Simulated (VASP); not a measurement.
# MnS (Fm-3m) in VASP: notebook

The runs below take MnS through single point, with PBEsol.

Program: VASP 6.6.1. These are calculated values, not measurements. Logs are shortened: lines on timing, memory, paths and dates and some standing lists are left out, and cuts for length are marked.

## 1. The cell of the first run

Symmetry: Fm-3m, No. 225, cubic system. The conventional cell has a = 5.209 Å, b = 5.209 Å, c = 5.209 Å, α = 90.00°, β = 90.00°, γ = 90.00°. Mn (site symmetry m-3m) has 6 S at 2.60 Å within 3.4 Å. S (site symmetry m-3m) has 6 Mn at 2.60 Å within 3.4 Å.

## 2. Single point, PBEsol, collinear spin, ferromagnetic start

Input file INCAR:

```
SYSTEM = MnS
PREC = Accurate ; ENCUT = 520
EDIFF = 1E-6 ; ISMEAR = -1
SIGMA = 0.05 ; LREAL = .FALSE.
LASPH = .TRUE. ; NELM = 150
ALGO = Normal ; ISIF = 2
LWAVE = .FALSE. ; LCHARG = .FALSE.
ISPIN = 2 ; MAGMOM = 0.92 0
LORBIT = 11 ; LMAXMIX = 4
GGA = PS ; NBANDS = 20
```

Input file KPOINTS:

```
Automatic mesh
0
G
  9 9 9
  0 0 0
```

Input file POSCAR:

```
MnS
1.0
    0.0000000000      2.6045000000      2.6045000000
    2.6045000000      0.0000000000      2.6045000000
    2.6045000000      2.6045000000      0.0000000000
Mn S
1 1
Direct
    0.0000000000      0.0000000000      0.0000000000
    0.5000000000      0.5000000000      0.5000000000
```

Potentials or basis: VASP PAW PBE potentials, release 64 (Mn_pv, S).

Started as:

```console
$ cat potpaw_PBE.64/Mn_pv/POTCAR potpaw_PBE.64/S/POTCAR > POTCAR
$ mpirun -np 1 vasp_std > vasp.out
```

OUTCAR:

```text
SYSTEM = MnS
   PREC = Accurate
   ENCUT = 520
   EDIFF = 1E-6
   ISMEAR = -1
   LREAL = .FALSE.
   LASPH = .TRUE.
   NELM = 150
   ISIF = 2
   ISPIN = 2
   LORBIT = 11
   GGA = PS

 ion  position               nearest neighbor table
   1  0.000  0.000  0.000-   2 2.60   2 2.60   2 2.60   2 2.60   2 2.60   2 2.60
   2  0.500  0.500  0.500-   1 2.60   1 2.60   1 2.60   1 2.60   1 2.60   1 2.60

  LATTYP: Found a face centered cubic cell.
 ALAT       =     5.2090000000

  Lattice vectors:

 A1 = (   0.0000000000,   2.6045000000,   2.6045000000)
 A2 = (   2.6045000000,   0.0000000000,   2.6045000000)
 A3 = (   2.6045000000,   2.6045000000,   0.0000000000)

Analysis of symmetry for initial positions (statically):
=====================================================================
 Subroutine PRICEL returns:
 Original cell was already a primitive cell.

 Routine SETGRP: Setting up the symmetry group for a
 face centered cubic supercell.

 Subroutine GETGRP returns: Found 48 space group operations
 (whereof 48 operations were pure point group operations)
 out of a pool of 48 trial point group operations.

The static configuration has the point symmetry O_h .

Analysis of symmetry for dynamics (positions and initial velocities):
=====================================================================
 Subroutine PRICEL returns:
 Original cell was already a primitive cell.

 Routine SETGRP: Setting up the symmetry group for a
 face centered cubic supercell.

 Subroutine GETGRP returns: Found 48 space group operations
 (whereof 48 operations were pure point group operations)
 out of a pool of 48 trial point group operations.

The dynamic configuration has the point symmetry O_h .

Analysis of structural, dynamic, and magnetic symmetry:
=====================================================================
 Subroutine PRICEL returns:
 Original cell was already a primitive cell.

 Routine SETGRP: Setting up the symmetry group for a
 face centered cubic supercell.

 Subroutine GETGRP returns: Found 48 space group operations
 (whereof 48 operations were pure point group operations)
 out of a pool of 48 trial point group operations.

The overall configuration has the point symmetry O_h .

 Subroutine INISYM returns: Found 48 space group operations
 (whereof 48 operations are pure point group operations),
 and found     1 'primitive' translations

----------------------------------------------------------------------------------------

                                     Primitive cell

  volume of cell :      35.3348

  direct lattice vectors                    reciprocal lattice vectors
     0.000000000  2.604500000  2.604500000    -0.191975427  0.191975427  0.191975427
     2.604500000  0.000000000  2.604500000     0.191975427 -0.191975427  0.191975427
     2.604500000  2.604500000  0.000000000     0.191975427  0.191975427 -0.191975427

  length of vectors
     3.683319223  3.683319223  3.683319223     0.332511194  0.332511194  0.332511194

  position of ions in fractional coordinates (direct lattice)
     0.000000000  0.000000000  0.000000000
     0.500000000  0.500000000  0.500000000

  ion indices of the primitive-cell ions
   primitive index   ion index
                 1           1
                 2           2

----------------------------------------------------------------------------------------

 KPOINTS: Automatic mesh

Automatic generation of k-mesh.
 Grid dimensions read from file:
 generate k-points for:    9    9    9

 Generating k-lattice:

  Cartesian coordinates                     Fractional coordinates (reciprocal lattice)
    -0.021330603  0.021330603  0.021330603     0.111111111  0.000000000  0.000000000
     0.021330603 -0.021330603  0.021330603     0.000000000  0.111111111  0.000000000
     0.021330603  0.021330603 -0.021330603     0.000000000  0.000000000  0.111111111

  Length of vectors
     0.036945688  0.036945688  0.036945688

  Shift w.r.t. Gamma in fractional coordinates (k-lattice)
     0.000000000  0.000000000  0.000000000

 Subroutine IBZKPT returns following result:
 ===========================================

 Found     35 irreducible k-points:

 Following reciprocal coordinates:
            Coordinates               Weight
  0.000000  0.000000  0.000000      1.000000
  0.111111  0.000000  0.000000      8.000000
  0.222222  0.000000  0.000000      8.000000
  0.333333  0.000000  0.000000      8.000000
  0.444444  0.000000  0.000000      8.000000
  0.111111  0.111111  0.000000      6.000000
[... 16 lines left out ...]
 -0.333333  0.333333  0.000000     12.000000
  0.444444  0.444444  0.000000      6.000000
 [... further k-points ...]
   k-points           NKPTS =     35   k-points in BZ     NKDIM =     35   number of bands    NBANDS=     20
   number of dos      NEDOS =    301   number of ions     NIONS =      2
   total plane-waves  NPLWV =  21952
   dimension x,y,z NGX =    28 NGY =   28 NGZ =   28
   dimension x,y,z NGXF=    56 NGYF=   56 NGZF=   56
   ions per type =               1   1
   NGX,Y,Z   is equivalent  to a cutoff of  12.64, 12.64, 12.64 a.u.
   NGXF,Y,Z  is equivalent  to a cutoff of  25.28, 25.28, 25.28 a.u.
 SYSTEM =  MnS
   PREC   = accura    normal or accurate (medium, high low for compatibility)
   ISTART =      0    job   : 0-new  1-cont  2-samecut
   ICHARG =      2    charge: 1-file 2-atom 10-const
   ISPIN  =      2    spin polarized calculation?
   LNONCOLLINEAR =      F non collinear calculations
   LSORBIT =      F    spin-orbit coupling
   LASPH  =      T    aspherical Exc in radial PAW
   ENCUT  =  520.0 eV  38.22 Ry    6.18 a.u.   6.85  6.85  6.85*2*pi/ulx,y,z
   NELM   =    150;   NELMIN=  2; NELMDL= -5     # of ELM steps
   EDIFF  = 0.1E-05   stopping-criterion for ELM
   LREAL  =      F    real-space projection
   EDIFFG = 0.1E-04   stopping-criterion for IOM
   NSW    =      0    number of steps for IOM
   IBRION =     -1    ionic relax: 0-MD 1-quasi-New 2-CG
   NFREE  =      0    steps in history (QN), initial steepest desc. (CG)
   ISIF   =      2    stress and relaxation
   ISYM   =      2    0-nonsym 1-usesym 2-fastsym
   POTIM  = 0.5000    time-step for ionic-motion
   TEBEG  =    0.0;   TEEND  =   0.0 temperature during run
   PSTRESS=    0.0 pullay stress
   NELECT =      19.0000    total number of electrons
   NUPDOWN=      -1.0000    fix difference up-down
   EMIN   =  10.00;   EMAX   =-10.00  energy-range for DOS
   EFERMI =   0.00;   METHOD = LEGACY
   ISMEAR =    -1;   SIGMA  =   0.05  broadening in eV -4-tet -1-fermi 0-gaus
   EFERMI_NEDOS =   21; number of points for ismear=-14 and -15
   IALGO  =     38    algorithm
   IMIX   =      4    mixing-type and parameters
     AMIX     =   0.40;   BMIX     =  1.00
     AMIX_MAG =   1.60;   BMIX_MAG =  1.00
  volume/ion in A,a.u.               =      17.67       119.23
  Fermi-wavevector in a.u.,A,eV,Ry     =   1.331246  2.515690 24.112464  1.772216
  Thomas-Fermi vector in A             =   2.460272
   LORBIT       =     11    0 simple, 1 ext, 2 COOP (PROOUT), +10 PAW based schemes
   GGA     = PS    functional components
   LHFCALC =     F    Hartree Fock is set to
   AEXX    =    0.0000 exact exchange contribution
   IVDW    =     0    specifies the selected vdW correction
   LEPSILON=     F    determine dielectric tensor
   LRPA    =     F    only Hartree local field effects (RPA)
 spin polarized calculation
  energy-cutoff  :      520.00
  volume of cell :       35.33
 maximum number of plane-waves:       963
   NGX = 13   NGY = 13   NGZ = 13

 number of electron      18.9999989 magnetization       4.6876536

 Free energy of the ion-electron system (eV)
  ---------------------------------------------------
  ext. energy  EPLUGINS =         0.00000000
  ---------------------------------------------------
  free energy    TOTEN  =       -14.85780768 eV

  energy without entropy =      -14.85095709  energy(sigma->0) =      -14.85438239

 E-fermi :   6.5183     XC(G=0): -10.8155

 val. band max:        6.4656017467   @ k =   0.3333   0.0000   0.0000
 cond. band min:       6.5219032860   @ k =   0.4444   0.3333   0.1111
 fundamental gap:      0.0563015393
 Fermi energy:         6.5182908705

 spin component 1

 k-point     1 :       0.0000    0.0000    0.0000
  band No.  band energies     occupation
      1     -43.9819      1.00000
      2     -43.9819      1.00000
      3     -43.9819      1.00000
      4      -8.0526      1.00000
      5       3.1659      1.00000
      6       3.1659      1.00000
[... 12 lines left out ...]
     19      18.2986      0.00000
     20      18.5962      0.00000

 k-point     2 :       0.1111    0.0000    0.0000
  band No.  band energies     occupation
      1     -43.9828      1.00000
      2     -43.9820      1.00000
      3     -43.9820      1.00000
      4      -7.9268      1.00000
      5       2.8481      1.00000
      6       2.8936      1.00000
[... 498 lines left out ...]
 k-point    24 :       0.4444    0.4444    0.0000
  band No.  band energies     occupation
      1     -43.9892      1.00000
      2     -43.9850      1.00000
      3     -43.9850      1.00000
      4      -6.6100      1.00000
      5       0.5432      1.00000
      6       2.6444      1.00000
[... 12 lines left out ...]
     19      21.2259      0.00000
     20      21.2259      0.00000

 [... further k-points ...]

 spin component 2

 k-point     1 :       0.0000    0.0000    0.0000
  band No.  band energies     occupation
      1     -39.5234      1.00000
      2     -39.5234      1.00000
      3     -39.5234      1.00000
      4      -7.7312      1.00000
      5       4.9118      1.00000
      6       4.9118      1.00000
[... 12 lines left out ...]
     19      19.3928      0.00000
     20      20.2290      0.00000

 k-point     2 :       0.1111    0.0000    0.0000
  band No.  band energies     occupation
      1     -39.5247      1.00000
      2     -39.5235      1.00000
      3     -39.5235      1.00000
      4      -7.6110      1.00000
      5       4.0129      1.00000
      6       4.5484      1.00000
[... 498 lines left out ...]
 k-point    24 :       0.4444    0.4444    0.0000
  band No.  band energies     occupation
      1     -39.5332      1.00000
      2     -39.5275      1.00000
      3     -39.5275      1.00000
      4      -6.3231      1.00000
      5       0.9980      1.00000
      6       3.3998      1.00000
[... 12 lines left out ...]
     19      21.6301      0.00000
     20      21.6301      0.00000

 [... further k-points ...]
[... 5 lines left out ...]
  --------------------------------------------------------------------------------------
  -------------------------------------------------------------------------------------
  Total       -1.6211355     -1.6211355     -1.6211355      0.0000000      0.0000000      0.0000000
  in kB      -73.5066814    -73.5066814    -73.5066814      0.0000000      0.0000000      0.0000000
  external PRESSURE =     -73.5066814 kB  Pullay stress =       0.0000000 kB

 VOLUME and BASIS-vectors are now :
 -----------------------------------------------------------------------------
  energy-cutoff  :      520.00
  volume of cell :       35.33
      direct lattice vectors                 reciprocal lattice vectors
     0.000000000  2.604500000  2.604500000    -0.191975427  0.191975427  0.191975427
     2.604500000  0.000000000  2.604500000     0.191975427 -0.191975427  0.191975427
     2.604500000  2.604500000  0.000000000     0.191975427  0.191975427 -0.191975427

 POSITION                                       TOTAL-FORCE (eV/Angst)
 -----------------------------------------------------------------------------------
      0.00000      0.00000      0.00000        -0.000000      0.000000     -0.000000
      2.60450      2.60450      2.60450         0.000000      0.000000      0.000000
 -----------------------------------------------------------------------------------
    total drift:                               -0.000000      0.000000      0.000000

  FREE ENERGIE OF THE ION-ELECTRON SYSTEM (eV)
  ---------------------------------------------------
  free  energy   TOTEN  =       -14.8578076815 eV

  energy  without entropy=      -14.8509570893  energy(sigma->0) =      -14.85438239

 total charge

# of ion       s       p       d       tot
------------------------------------------
    1        0.218   6.166   4.928  11.312
    2        1.322   2.370   0.000   3.692
--------------------------------------------------
tot          1.540   8.535   4.928  15.004

 magnetization (x)

# of ion       s       p       d       tot
------------------------------------------
    1        0.051   0.039   4.141   4.231
    2        0.026   0.073   0.000   0.099
--------------------------------------------------
tot          0.077   0.112   4.141   4.330
```

Run time: 1.9 min. Hardware: 1 thread of Intel Xeon 8259CL, shared host; peak memory 0.19 GiB.

What came out:

* Free energy: -14.8578 eV
* Pressure: -7.4 GPa
* Net moment: 4.69 μB per cell
* Site moments: Mn +4.23; S +0.10 μB
* Valence electrons inside the program's atomic spheres: Mn 11.31; S 3.69

Caveat: the cell stands under tension; the PAW data sets were made with another functional, which shifts forces and pressure a little; a cell with one magnetic atom can't hold antiferromagnetic order, which such compounds often take; semilocal functionals often make such compounds metallic where correlation or magnetic order opens a gap, which also shifts bond lengths.

## 3. Single point, PBEsol, collinear spin, ferromagnetic start

Input file INCAR:

```
SYSTEM = MnS
PREC = Accurate
ENCUT = 520
EDIFF = 1E-6
ISMEAR = -1
SIGMA = 0.05
LREAL = .False.
LASPH = .True.
NELM = 150
ALGO = Normal
ISIF = 2
LWAVE = .False.
LCHARG = .False.
ISPIN = 2
MAGMOM = 5.5 0
LORBIT = 11
LMAXMIX = 4
GGA = PS
NBANDS = 20
```

Input file KPOINTS:

```
regular mesh
0
Gamma
  9 9 9
  0 0 0
```

POSCAR is that of step 2.

Potentials or basis: VASP PAW PBE potentials, release 64 (Mn_pv, S).

Started as:

```console
$ cat potpaw_PBE.64/Mn_pv/POTCAR potpaw_PBE.64/S/POTCAR > POTCAR
$ mpirun -np 1 vasp_std > vasp.out
```

It took 90 s on 1 thread of Intel Xeon 8259CL, shared host; peak memory 0.19 GiB.

Results (log left out):

```yaml
Free_energy: -14.8578 eV
Pressure: -7.2 GPa
Net_moment: 4.69 μB per cell
Site_moments: Mn +4.23; S +0.10 μB
Valence_electrons_inside_the_program's_atomic_spheres: Mn 11.31; S 3.69
```

Levels at points of the mesh, in eV from the Fermi level:
Spin up:
```
           k point  band 10  band 11  band 12  band 13  band 14  band 15
(0.00, 0.00, 0.00)    -1.85    -1.85    -1.85     1.64     8.56     8.56
```
Spin down:
```
           k point  band 5  band 6  band 7  band 8  band 9  band 10
(0.00, 0.00, 0.00)   -1.61   -1.61   -1.61    0.28    0.28     0.28
```

Caveat: the cell stands under tension; the PAW data sets were made with another functional, which shifts forces and pressure a little; a cell with one magnetic atom can't hold antiferromagnetic order, which such compounds often take; semilocal functionals often make such compounds metallic where correlation or magnetic order opens a gap, which also shifts bond lengths.
